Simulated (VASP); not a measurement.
**HfMg3Cu: relaxation of cell and atoms with PBE**

The system is HfMg3Cu.

```
Mg Hf Cu
1.0
     3.65171    0.00000    0.00000
     0.00000    3.65171    0.00000
     0.00000    0.00000    8.30439
Mg Hf Cu
3 1 1
Direct
  0.50000 0.50000 0.50000
  0.00000 0.00000 0.29812
  0.00000 0.00000 0.70188
  0.50000 0.50000 0.00000
  0.00000 0.00000 0.00000
```

The cell was generated, and may not be a known phase.

```yaml
Program: VASP 6.6.1
Task: relaxation of cell and atoms
Functional: PBE
Potentials_or_basis: VASP PAW PBE potentials, release 64 (Mg, Hf_pv, Cu)
Cutoff: 600 eV
k_mesh: 10 × 10 × 6
Occupations: gaussian, width 0.1 eV
Spin: no spin polarisation
Dipole_correction: no
Further_INCAR_settings: ALGO = Fast; EDIFF = 1e-06; IBRION = 2; EDIFFG = -0.01; NSW = 100; ISIF = 3
```

The relaxed volume is 22.18 Å³/atom. The relaxed cell is a = 3.637 Å, b = 3.637 Å, c = 8.383 Å, α = 90.00°, β = 90.00°, γ = 90.00°, the space group after relaxing (to 0.1 Å) is P4/mmm (No. 123) and the energy gained by relaxing is 0.5 meV/atom. The ionic steps are 10. The pressure after relaxing is 0.0 GPa. The band gap on the k mesh is zero (an odd number of electrons rules out a gap without spin polarisation).

Step by step:
```
step  energy change (eV)  largest force (eV/Å)  pressure (GPa)  volume (Å³)
   1              0.0000                0.0383           -0.08       110.74
   2             -0.0009                0.0463           -0.03       110.57
   3             -0.0013                0.0531            0.08       110.42
   4             -0.0013                0.0563            0.13       110.36
   5             -0.0019                0.0440            0.04       110.61
   6             -0.0021                0.0345           -0.03       110.81
   7             -0.0022                0.0146           -0.17       111.23
   8             -0.0022                0.0230           -0.10       111.05
   9             -0.0024                0.0032            0.07       110.84
  10             -0.0024                0.0016            0.00       110.88
```

Final structure:
```
CELL_PARAMETERS angstrom
3.63696 0.00000 0.00000
0.00000 3.63696 0.00000
0.00000 0.00000 8.38252
ATOMIC_POSITIONS crystal
Mg 0.50000 0.50000 0.50000
Mg 0.00000 0.00000 0.29574
Mg 0.00000 0.00000 0.70426
Hf 0.50000 0.50000 0.00000
Cu 0.00000 0.00000 0.00000
```

Levels at points of the mesh, in eV from the Fermi level:
```csv
k point,band 11,band 12,band 13,band 14,band 15,band 16,band 17
"(0.00, 0.00, 0.00)",-3.85,0.01,0.70,1.21,2.12,2.12,3.77
"(0.50, 0.00, 0.00)",-2.68,-2.46,-2.31,-0.81,0.02,0.79,1.84
"(0.50, 0.50, 0.00)",-1.07,-0.61,-0.11,0.09,0.09,0.74,0.74
"(0.00, 0.00, 0.50)",-2.20,-1.80,0.71,1.85,2.09,2.09,3.77
"(0.50, 0.00, 0.50)",-3.18,-2.92,-1.38,-0.78,0.02,1.08,2.20
"(0.50, 0.50, 0.50)",-0.87,-0.59,-0.34,-0.34,0.01,0.14,1.03
```

Wall time 16 min on 1 thread of Intel(R) Xeon(R) Platinum 8488C (Sapphire Rapids), with other jobs on the host, peak memory 0.44 GiB.

Caveat: spin-orbit coupling is left out, which moves the levels of the heavy elements.
